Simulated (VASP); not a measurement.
The system is CsGaAg2.

```
CELL_PARAMETERS angstrom
2.01792 1.16505 7.10090
-2.01792 1.16505 7.10090
0.00000 -2.33009 7.10090
ATOMIC_POSITIONS crystal
Cs 0.00000 0.00000 0.00000
Ga 0.50000 0.50000 0.50000
Ag 0.22200 0.22200 0.22200
Ag 0.77800 0.77800 0.77800
```

| Item | Value |
| --- | --- |
| Program | VASP 6.6.1 |
| Task | relaxation of cell and atoms |
| Functional | PBE |
| Potentials or basis | VASP PAW PBE potentials, release 64 (Cs_sv, Ga_d, Ag) |
| Cutoff | 600 eV |
| k mesh | 6 × 6 × 6 |
| Occupations | gaussian, width 0.1 eV |
| Spin | no spin polarisation |

At the start: pressure 6.7 GPa; volume 25.04 Å³/atom.

**Question.** Where does the relaxation end?

**Answer.** Over 15 steps the energy falls by 330.8 meV/atom and the volume is 32.39 Å³/atom (+29.4 %); space group R-3m (No. 166, to 0.1 Å) before and after.

The path:
| step | energy change (eV) | largest force (eV/Å) | pressure (GPa) | volume (Å³) |
| --- | --- | --- | --- | --- |
| 1 | 0.0000 | 0.6893 | 6.74 | 100.16 |
| 2 | -0.4131 | 0.7699 | 1.00 | 116.21 |
| 3 | -0.4368 | 0.7626 | -1.34 | 129.58 |
| 4 | -0.4513 | 0.7721 | -0.63 | 124.51 |
| 5 | -0.5313 | 0.7592 | -0.69 | 124.63 |
| 6 | -0.7502 | 0.6836 | -0.73 | 124.87 |
| 7 | -1.0837 | 0.6217 | -0.56 | 124.71 |
| 8 | -0.7465 | 0.7442 | 1.16 | 121.67 |
| 9 | -1.1471 | 0.5683 | -0.62 | 124.26 |
| 10 | -1.1235 | 0.0039 | 0.11 | 123.01 |
| 11 | -1.1843 | 0.3510 | -0.35 | 123.77 |
| 12 | -1.2709 | 0.0836 | 2.00 | 120.39 |
| 13 | -1.2767 | 0.0009 | 1.43 | 121.01 |
| 14 | -1.3184 | 0.0298 | -0.28 | 132.63 |
| 15 | -1.3231 | 0.0249 | 0.10 | 129.57 |

Final structure:
```
Cs Ga Ag
1.0
     2.34949    1.35648    6.77595
    -2.34949    1.35648    6.77595
     0.00000   -2.71295    6.77595
Cs Ga Ag
1 1 2
Direct
  0.00000 0.00000 0.00000
  0.50000 0.50000 0.50000
  0.18044 0.18044 0.18044
  0.81956 0.81956 0.81956
```

Caveat: the volume moved by over 15 % at a fixed basis, so the end points are rough.
